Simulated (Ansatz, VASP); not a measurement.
**Two plane-wave programs on AlN**

```
Al N
1.0
     3.13024    0.00000   -0.04695
    -1.56512    2.71087    0.02348
    -0.07527    0.00000    5.01798
Al N
2 2
Direct
  0.33333 0.66667 0.00173
  0.66667 0.33333 0.50173
  0.33333 0.66667 0.38327
  0.66667 0.33333 0.88327
```

Change from the starting cell: strain -0.0300 x Voigt [0, 0, 0, 0, 1, 0], atoms carried along.

Alike in both runs: task single point; functional PBE; k mesh 12 × 12 × 6; occupations gaussian, width 0.05 eV; no spin polarisation.

```csv
,VASP,Ansatz
version,VASP 6.6.1,Ansatz 0.2.0
potentials or method,"VASP PAW PBE potentials, release 64 (Al, N), cutoff 520 eV","scalar-relativistic, plane waves, PAW"
valence electrons in the cell,16,16
```

VASP gave:

```
gap on the k mesh at the Fermi level (eV)                     : 4.01
least direct gap on the mesh (eV)                             : 4.01
pressure (GPa)                                                : -0.2
traceless stress, the component that is largest in VASP (GPa) : 3.74
rms of the force components (eV/Å)                            : 0.085
```

Question: What did Ansatz give for the same quantities?

Answer: gap on the k mesh at the Fermi level (eV): 4.00; least direct gap on the mesh (eV): 4.00; pressure (GPa): 0.1; traceless stress, the component that is largest in VASP (GPa): 3.71; rms of the force components (eV/Å): 0.084.

Atom by atom the forces differ by 0.000 eV/Å (rms over components).
